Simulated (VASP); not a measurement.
TiCo2: single point with PBEsol

TiCo2:

```xyz
6
Lattice="0.0000 3.3418 3.3418 3.3418 0.0000 3.3418 3.2719 3.2719 0.0699" Properties=species:S:1:pos:R:3 pbc="T T T"
Ti    3.3092    3.3092    3.3745
Ti    4.9580    4.9580    5.0675
Co    0.8267    0.8267    0.8442
Co    0.8267    2.4976    2.5151
Co    2.4627    2.4627    0.8791
Co    2.4976    0.8267    2.5151
```

This cell differs from its parent crystal: biaxial strain in the a-b plane: +2.0 %.

- Program: VASP 6.6.1
- Task: single point
- Functional: PBEsol
- Potentials or basis: VASP PAW PBE potentials, release 64 (Ti_sv, Co)
- Cutoff: 550 eV
- k mesh: 10 × 10 × 10
- Occupations: gaussian, width 0.1 eV
- Spin: no spin polarisation
- Dipole correction: no
- Second try: not_converged
- Further INCAR settings: ALGO = All; EDIFF = 1e-06; NBANDS = 39

| Quantity | Value |
| --- | --- |
| Pressure | -6.5 GPa |
| Largest force | 0.043 eV/Å |
| Band gap on the k mesh | zero (bands 30 and 31 overlap by 0.71 eV) |

Forces in eV/Å, atoms in the order of the input:
```
Ti   0.025  0.025 -0.025
Ti  -0.025 -0.025  0.025
Co   0.000  0.000  0.000
Co   0.000  0.000  0.000
Co   0.000  0.000  0.000
Co   0.000  0.000  0.000
```

Stress tensor (GPa, compression positive):
```
-6.45  2.66 -2.66
 2.66 -6.45 -2.66
-2.66 -2.66 -6.45
```

Levels at points of the mesh, in eV from the Fermi level:
| k point | band 26 | band 27 | band 28 | band 29 | band 30 | band 31 | band 32 | band 33 | band 34 | band 35 |
| --- | --- | --- | --- | --- | --- | --- | --- | --- | --- | --- |
| (0.00, 0.00, 0.00) | -0.67 | -0.67 | -0.59 | -0.56 | -0.48 | -0.48 | 0.73 | 0.85 | 0.85 | 0.94 |
| (0.50, 0.00, 0.00) | -0.60 | -0.58 | -0.37 | -0.31 | 0.13 | 0.15 | 0.55 | 0.60 | 0.83 | 0.92 |
| (0.50, 0.50, 0.00) | -1.73 | -0.62 | -0.57 | -0.51 | -0.46 | -0.09 | 0.03 | 0.85 | 0.93 | 1.56 |
| (0.00, 0.00, 0.50) | -0.71 | -0.66 | -0.43 | -0.43 | 0.12 | 0.12 | 0.50 | 0.50 | 0.73 | 0.87 |

Run time: 7.5 min on 4 MPI ranks on AMD EPYC 7R43 64-Core Processor (Zen 3) (shared host), peak memory 0.69 GiB a rank.

Caveat: the cell differs from its parent crystal (biaxial strain in the a-b plane: +2.0 %); the cell stands under tension; the PAW data sets were made with another functional, which shifts forces and pressure a little; the run has no spin polarisation, though such a crystal can be magnetic. Spin polarisation is off, so any magnetic state and its effect on volume and gap are missing.
